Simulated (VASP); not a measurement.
# Te (P6/mmm) in VASP: further runs

Te is run at these levels: PBEsol; tasks: single point, relaxation of cell and atoms.

Everything below comes from runs of VASP 6.6.1. Logs are shortened: lines on timing, memory, paths and dates and some standing lists are left out, and cuts for length are marked.

## (1) The cell of the first run

It takes space group P6/mmm (No. 191, hexagonal). Conventional cell: a = 3.334 Å, b = 3.334 Å, c = 3.069 Å, α = 90.00°, β = 90.00°, γ = 120.00°. Te (site symmetry 6/mmm) has 8 Te at 3.07 to 3.33 Å within 4.0 Å.

## (2) Single point, PBEsol

File INCAR:

```
ALGO     = Normal         # electronic algorithm
EDIFF    = 1E-6           # SCF threshold, eV
ENCUT    = 520            # plane-wave cutoff, eV
GGA      = PS             # functional
ISIF     = 2              # what is computed and relaxed
ISMEAR   = 0              # smearing method
LASPH    = T              # aspherical terms in the spheres
LCHARG   = T              # write CHGCAR
LELF     = T              # ELF
LREAL    = F              # projectors in reciprocal space
LVHAR    = T            
LWAVE    = F              # write WAVECAR
NBANDS   = 9              # bands
NELM     = 100            # most SCF steps
PREC     = Accurate       # precision mode
SIGMA    = 0.1            # smearing width, eV
```

File KPOINTS:

```
k-points
0
Gamma
  21 21 18
```

File POSCAR:

```
Te
1.0
    3.3335925996      0.0000000000      0.0000000000
   -1.6667962998      2.8869758771      0.0000000000
    0.0000000000      0.0000000000      3.0687610730
Te
1
Direct
    0.0000000000      0.0000000000      0.0000000000
```

Potentials or basis: VASP PAW PBE potentials, release 64 (Te).

The run is started by

```bash
> cat potpaw_PBE.64/Te/POTCAR > POTCAR
> mpirun -np 1 vasp_std > vasp.out
```

OUTCAR:

```text
EDIFF = 1E-6
   ENCUT = 520
   GGA = PS
   ISIF = 2
   ISMEAR = 0
   LASPH = T
   LREAL = F
   NELM = 100
   PREC = Accurate

 ion  position               nearest neighbor table
   1  0.000  0.000  0.000-

  LATTYP: Found a hexagonal cell.
 ALAT       =     3.3335925996
 C/A-ratio  =     0.9205567211

  Lattice vectors:

 A1 = (   3.3335925996,   0.0000000000,   0.0000000000)
 A2 = (  -1.6667962998,   2.8869758771,   0.0000000000)
 A3 = (   0.0000000000,   0.0000000000,   3.0687610730)

Analysis of symmetry for initial positions (statically):
=====================================================================
 Subroutine PRICEL returns:
 Original cell was already a primitive cell.

 Routine SETGRP: Setting up the symmetry group for a
 hexagonal supercell.

 Subroutine GETGRP returns: Found 24 space group operations
 (whereof 24 operations were pure point group operations)
 out of a pool of 24 trial point group operations.

The static configuration has the point symmetry D_6h.

Analysis of symmetry for dynamics (positions and initial velocities):
=====================================================================
 Subroutine PRICEL returns:
 Original cell was already a primitive cell.

 Routine SETGRP: Setting up the symmetry group for a
 hexagonal supercell.

 Subroutine GETGRP returns: Found 24 space group operations
 (whereof 24 operations were pure point group operations)
 out of a pool of 24 trial point group operations.

The dynamic configuration has the point symmetry D_6h.

 Subroutine INISYM returns: Found 24 space group operations
 (whereof 24 operations are pure point group operations),
 and found     1 'primitive' translations

----------------------------------------------------------------------------------------

                                     Primitive cell

  volume of cell :      29.5338

  direct lattice vectors                    reciprocal lattice vectors
     3.333592600  0.000000000  0.000000000     0.299976668  0.173191610  0.000000000
    -1.666796300  2.886975877  0.000000000     0.000000000  0.346383220  0.000000000
     0.000000000  0.000000000  3.068761073     0.000000000  0.000000000  0.325864405

  length of vectors
     3.333592600  3.333592600  3.068761073     0.346383220  0.346383220  0.325864405

  position of ions in fractional coordinates (direct lattice)
     0.000000000  0.000000000  0.000000000

  ion indices of the primitive-cell ions
   primitive index   ion index
                 1           1

----------------------------------------------------------------------------------------

 KPOINTS: k-points

Automatic generation of k-mesh.
 Grid dimensions read from file:
 generate k-points for:   21   21   18

 Generating k-lattice:

  Cartesian coordinates                     Fractional coordinates (reciprocal lattice)
     0.014284603  0.008247220  0.000000000     0.047619048 -0.000000000  0.000000000
     0.000000000  0.016494439  0.000000000     0.000000000  0.047619048  0.000000000
     0.000000000  0.000000000  0.018103578     0.000000000  0.000000000  0.055555556

  Length of vectors
     0.016494439  0.016494439  0.018103578

  Shift w.r.t. Gamma in fractional coordinates (k-lattice)
     0.000000000  0.000000000  0.000000000

 Subroutine IBZKPT returns following result:
 ===========================================

 Found    480 irreducible k-points:

 Following reciprocal coordinates:
            Coordinates               Weight
  0.000000  0.000000  0.000000      1.000000
  0.047619  0.000000  0.000000      6.000000
  0.095238  0.000000  0.000000      6.000000
  0.142857  0.000000  0.000000      6.000000
  0.190476  0.000000  0.000000      6.000000
  0.238095  0.000000  0.000000      6.000000
[... 16 lines left out ...]
  0.142857  0.095238  0.000000     12.000000
  0.190476  0.095238  0.000000     12.000000
 [... further k-points ...]
   k-points           NKPTS =    480   k-points in BZ     NKDIM =    480   number of bands    NBANDS=      9
   number of dos      NEDOS =    301   number of ions     NIONS =      1
   total plane-waves  NPLWV =  18816
   dimension x,y,z NGX =    28 NGY =   28 NGZ =   24
   dimension x,y,z NGXF=    56 NGYF=   56 NGZF=   48
   ions per type =               1
   NGX,Y,Z   is equivalent  to a cutoff of  13.96, 13.96, 13.00 a.u.
   NGXF,Y,Z  is equivalent  to a cutoff of  27.93, 27.93, 26.00 a.u.
 SYSTEM =  unknown system
   PREC   = accura    normal or accurate (medium, high low for compatibility)
   ISTART =      0    job   : 0-new  1-cont  2-samecut
   ICHARG =      2    charge: 1-file 2-atom 10-const
   ISPIN  =      1    spin polarized calculation?
   LNONCOLLINEAR =      F non collinear calculations
   LSORBIT =      F    spin-orbit coupling
   LASPH  =      T    aspherical Exc in radial PAW
   ENCUT  =  520.0 eV  38.22 Ry    6.18 a.u.   6.20  6.20  5.71*2*pi/ulx,y,z
   NELM   =    100;   NELMIN=  2; NELMDL= -5     # of ELM steps
   EDIFF  = 0.1E-05   stopping-criterion for ELM
   LREAL  =      F    real-space projection
   EDIFFG = 0.1E-04   stopping-criterion for IOM
   NSW    =      0    number of steps for IOM
   IBRION =     -1    ionic relax: 0-MD 1-quasi-New 2-CG
   NFREE  =      0    steps in history (QN), initial steepest desc. (CG)
   ISIF   =      2    stress and relaxation
   ISYM   =      2    0-nonsym 1-usesym 2-fastsym
   POTIM  = 0.5000    time-step for ionic-motion
   TEBEG  =    0.0;   TEEND  =   0.0 temperature during run
   PSTRESS=    0.0 pullay stress
   NELECT =       6.0000    total number of electrons
   NUPDOWN=      -1.0000    fix difference up-down
   EMIN   =  10.00;   EMAX   =-10.00  energy-range for DOS
   EFERMI =   0.00;   METHOD = LEGACY
   ISMEAR =     0;   SIGMA  =   0.10  broadening in eV -4-tet -1-fermi 0-gaus
   EFERMI_NEDOS =   21; number of points for ismear=-14 and -15
   IALGO  =     38    algorithm
   IMIX   =      4    mixing-type and parameters
     AMIX     =   0.40;   BMIX     =  1.00
     AMIX_MAG =   1.60;   BMIX_MAG =  1.00
  volume/ion in A,a.u.               =      29.53       199.30
  Fermi-wavevector in a.u.,A,eV,Ry     =   0.962393  1.818659 12.601713  0.926200
  Thomas-Fermi vector in A             =   2.091848
   LORBIT       =      0    0 simple, 1 ext, 2 COOP (PROOUT), +10 PAW based schemes
   GGA     = PS    functional components
   LHFCALC =     F    Hartree Fock is set to
   AEXX    =    0.0000 exact exchange contribution
   IVDW    =     0    specifies the selected vdW correction
   LEPSILON=     F    determine dielectric tensor
   LRPA    =     F    only Hartree local field effects (RPA)
 non-spin polarized calculation
 Gauss-broadening in eV      SIGMA  =   0.10
  energy-cutoff  :      520.00
  volume of cell :       29.53
 maximum number of plane-waves:       816
 NGX is ok and might be reduce to    28
   NGX = 13   NGY = 13   NGZ = 11

 number of electron       6.0000000 magnetization

 Free energy of the ion-electron system (eV)
  ---------------------------------------------------
  ext. energy  EPLUGINS =         0.00000000
  ---------------------------------------------------
  free energy    TOTEN  =        -3.35377452 eV

  energy without entropy =       -3.34984598  energy(sigma->0) =       -3.35181025

 E-fermi :   7.4171     XC(G=0):  -9.9471

 val. band max:        7.4118134197   @ k =   0.3810   0.0000   0.0556
 cond. band min:       7.4266387832   @ k =   0.1905   0.0476   0.4444
 fundamental gap:      0.0148253635
 Fermi energy:         7.4171224454

 k-point     1 :       0.0000    0.0000    0.0000
  band No.  band energies     occupation
      1      -6.6031      2.00000
      2       9.3012      0.00000
      3       9.4592      0.00000
      4       9.4592      0.00000
      5      13.8009      0.00000
      6      15.1812      0.00000
      7      16.5875      0.00000
      8      16.5875      0.00000
      9      17.8616      0.00000

 k-point     2 :       0.0476    0.0000    0.0000
  band No.  band energies     occupation
      1      -6.5680      2.00000
      2       9.1235      0.00000
      3       9.3334      0.00000
      4       9.3806      0.00000
      5      13.9010      0.00000
      6      15.3769      0.00000
      7      16.1283      0.00000
      8      16.7328      0.00000
      9      18.5335      0.00000

 k-point     3 :       0.0952    0.0000    0.0000
  band No.  band energies     occupation
      1      -6.4632      2.00000
      2       8.3000      0.00000
      3       9.1653      0.00000
      4       9.4290      0.00000
      5      14.0776      0.00000
      6      15.1813      0.00000
      7      16.2813      0.00000
      8      17.1484      0.00000
      9      19.7395      0.00000

 k-point     4 :       0.1429    0.0000    0.0000
  band No.  band energies     occupation
      1      -6.2907      2.00000
      2       7.2565      1.97688
      3       8.8604      0.00000
      4       9.5846      0.00000
      5      14.1490      0.00000
      6      14.6727      0.00000
      7      17.2110      0.00000
      8      17.7862      0.00000
      9      21.1409      0.00000

 k-point     5 :       0.1905    0.0000    0.0000
  band No.  band energies     occupation
      1      -6.0542      2.00000
      2       6.1449      2.00000
      3       8.5160      0.00000
      4       9.7938      0.00000
      5      13.7716      0.00000
      6      14.7140      0.00000
      7      18.2882      0.00000
      8      18.5954      0.00000
      9      22.6712      0.00000

 k-point     6 :       0.2381    0.0000    0.0000
  band No.  band energies     occupation
      1      -5.7602      2.00000
      2       5.0427      2.00000
      3       8.1715      0.00000
      4      10.0471      0.00000
      5      13.2960      0.00000
      6      14.9968      0.00000
      7      19.3814      0.00000
      8      19.5351      0.00000
      9      21.9328      0.00000
[... 169 lines left out ...]
 k-point    21 :       0.4762    0.0476    0.0000
  band No.  band energies     occupation
      1      -4.1484      2.00000
      2       1.2793      2.00000
      3       6.8761      2.00000
      4      11.2539      0.00000
      5      12.3917      0.00000
      6      17.3537      0.00000
      7      18.6331      0.00000
      8      18.9656      0.00000
      9      24.0774      0.00000

 k-point    22 :       0.0952    0.0952    0.0000
  band No.  band energies     occupation
      1      -6.1885      2.00000
      2       6.8608      2.00000
      3       8.4602      0.00000
      4       9.6757      0.00000
      5      14.4251      0.00000
      6      14.9734      0.00000
      7      16.2659      0.00000
      8      19.0412      0.00000
      9      21.7523      0.00000

 k-point    23 :       0.1429    0.0952    0.0000
  band No.  band energies     occupation
      1      -5.9545      2.00000
      2       5.9274      2.00000
      3       7.9601      0.00000
      4       9.8810      0.00000
      5      14.5471      0.00000
      6      14.8511      0.00000
      7      16.7724      0.00000
      8      20.2071      0.00000
      9      22.6815      0.00000

 k-point    24 :       0.1905    0.0952    0.0000
  band No.  band energies     occupation
      1      -5.6641      2.00000
      2       4.9479      2.00000
      3       7.4892      0.30790
      4      10.1292      0.00000
      5      14.2703      0.00000
      6      15.0930      0.00000
      7      17.6113      0.00000
      8      21.2566      0.00000
      9      21.8553      0.00000

 [... further k-points ...]

------------------------ aborting loop because EDIFF is reached ----------------------------------------

  FORCE on cell =-STRESS in cart. coord.  units (eV):
  Direction    XX          YY          ZZ          XY          YZ          ZX
  --------------------------------------------------------------------------------------
  -------------------------------------------------------------------------------------
  Total        0.0020614      0.0020614      0.0097835      0.0000000     -0.0000000      0.0000000
  in kB        0.1118272      0.1118272      0.5307439      0.0000000     -0.0000000      0.0000000
  external PRESSURE =       0.2514661 kB  Pullay stress =       0.0000000 kB

 VOLUME and BASIS-vectors are now :
 -----------------------------------------------------------------------------
  energy-cutoff  :      520.00
  volume of cell :       29.53
      direct lattice vectors                 reciprocal lattice vectors
     3.333592600  0.000000000  0.000000000     0.299976668  0.173191610  0.000000000
    -1.666796300  2.886975877  0.000000000     0.000000000  0.346383220  0.000000000
     0.000000000  0.000000000  3.068761073     0.000000000  0.000000000  0.325864405

 POSITION                                       TOTAL-FORCE (eV/Angst)
 -----------------------------------------------------------------------------------
      0.00000      0.00000      0.00000         0.000000      0.000000      0.000000
 -----------------------------------------------------------------------------------
    total drift:                                0.000000      0.000000      0.000000

  FREE ENERGIE OF THE ION-ELECTRON SYSTEM (eV)
  ---------------------------------------------------
  free  energy   TOTEN  =        -3.3537745181 eV

  energy  without entropy=       -3.3498459819  energy(sigma->0) =       -3.35181025
```

Wall time 35 s (1 thread of Intel Xeon 6975P-C (Granite Rapids), shared host); peak memory 0.25 GiB.

Results:

```yaml
Free_energy: -3.3538 eV
Pressure: 0.0 GPa
Band_gap_on_the_k_mesh: zero (band 3 reaches 11.12 eV, above the bottom of band 4 at 4.30 eV)
```

Levels at points of the mesh, in eV from the Fermi level:
| k point | band 1 | band 2 | band 3 | band 4 | band 5 | band 6 | band 7 |
| --- | --- | --- | --- | --- | --- | --- | --- |
| (0.00, 0.00, 0.00) | -14.02 | 1.88 | 2.04 | 2.04 | 6.38 | 7.76 | 9.17 |
| (0.00, 0.00, 0.50) | -11.85 | -6.49 | 3.71 | 3.71 | 10.27 | 11.10 | 11.26 |

Caveat: the PAW data sets were made with another functional, which shifts forces and pressure a little; spin-orbit coupling is left out, which moves the levels of the heavy elements.

## (3) Relaxation of cell and atoms, PBEsol

This run uses another cell than the first one, of 29.06 Å³/atom, 0.984 times its volume.

File INCAR:

```
SYSTEM = Te
ALGO     = Normal         ! electronic algorithm
EDIFF    = 1E-6           ! SCF threshold, eV
EDIFFG   = -0.01          ! ionic threshold
ENCUT    = 600            ! plane-wave cutoff, eV
GGA      = PS             ! functional
IBRION   = 2              ! ionic algorithm
ISIF     = 3              ! what is computed and relaxed
ISMEAR   = 0              ! smearing method
LASPH    = .True.         ! aspherical terms in the spheres
LCHARG   = .False.        ! write CHGCAR
LREAL    = .False.        ! projectors in reciprocal space
LWAVE    = .False.        ! write WAVECAR
NELM     = 100            ! most SCF steps
NSW      = 100            ! ionic steps
PREC     = Accurate       ! precision mode
SIGMA    = 0.1            ! smearing width, eV
```

File KPOINTS:

```
k-points
0
Gamma
  21 21 18
  0 0 0
```

File POSCAR:

```
Te
1.0
    3.2992736928      0.0000000000      0.0000000000
   -1.6496368464      2.8572548320      0.0000000000
    0.0000000000      0.0000000000      3.0827454012
Te
1
Direct
    0.0000000000      0.0000000000      0.0000000000
```

Potentials or basis: VASP PAW PBE potentials, release 64 (Te).

The run is started by

```bash
> cat potpaw_PBE.64/Te/POTCAR > POTCAR
> mpirun -np 1 vasp_std > vasp.out
```

Run time: 2.4 min. Hardware: 1 thread of Intel Xeon 6975P-C (Granite Rapids), shared host; peak memory 0.26 GiB.

Results (log left out):

```yaml
Free_energy: -3.3538 eV
Relaxed_volume: 29.53 Å³/atom
Relaxed_cell: a = 3.333 Å, b = 3.333 Å, c = 3.070 Å, α = 90.00°, β = 90.00°, γ = 120.00°
Space_group_after_relaxing_to_0.05_Å: P6/mmm (No. 191)
Energy_gained_by_relaxing: 2.4 meV/atom
Ionic_steps: 9
Pressure_after_relaxing: 0.0 GPa
Band_gap_on_the_k_mesh: zero (band 3 reaches 11.12 eV, above the bottom of band 4 at 4.30 eV)
```

The path:
| step | energy change (eV) | largest force (eV/Å) | pressure (GPa) | volume (Å³) |
| --- | --- | --- | --- | --- |
| 1 | 0.0000 | 0.0000 | 0.96 | 29.06 |
| 2 | -0.0018 | 0.0000 | -0.52 | 29.80 |
| 3 | -0.0020 | 0.0000 | -0.17 | 29.61 |
| 4 | -0.0024 | 0.0000 | -0.07 | 29.58 |
| 5 | -0.0024 | 0.0000 | -0.06 | 29.58 |
| 6 | -0.0024 | 0.0000 | -0.06 | 29.58 |
| 7 | -0.0024 | 0.0000 | -0.06 | 29.58 |
| 8 | -0.0024 | 0.0000 | -0.06 | 29.58 |
| 9 | -0.0024 | 0.0000 | 0.03 | 29.53 |

Final structure:
```
Te
1.0
     3.33300    0.00000    0.00000
    -1.66650    2.88647    0.00000
     0.00000    0.00000    3.06992
Te
1
Direct
  0.00000 0.00000 0.00000
```

Levels at points of the mesh, in eV from the Fermi level:
```
           k point  band 1  band 2  band 3  band 4  band 5  band 6
(0.00, 0.00, 0.00)  -14.02    1.87    2.05    2.05    6.38    7.77
(0.00, 0.00, 0.50)  -11.86   -6.49    3.71    3.71   10.28   11.10
```

Caveat: the PAW data sets were made with another functional, which shifts forces and pressure a little; spin-orbit coupling is left out, which moves the levels of the heavy elements.
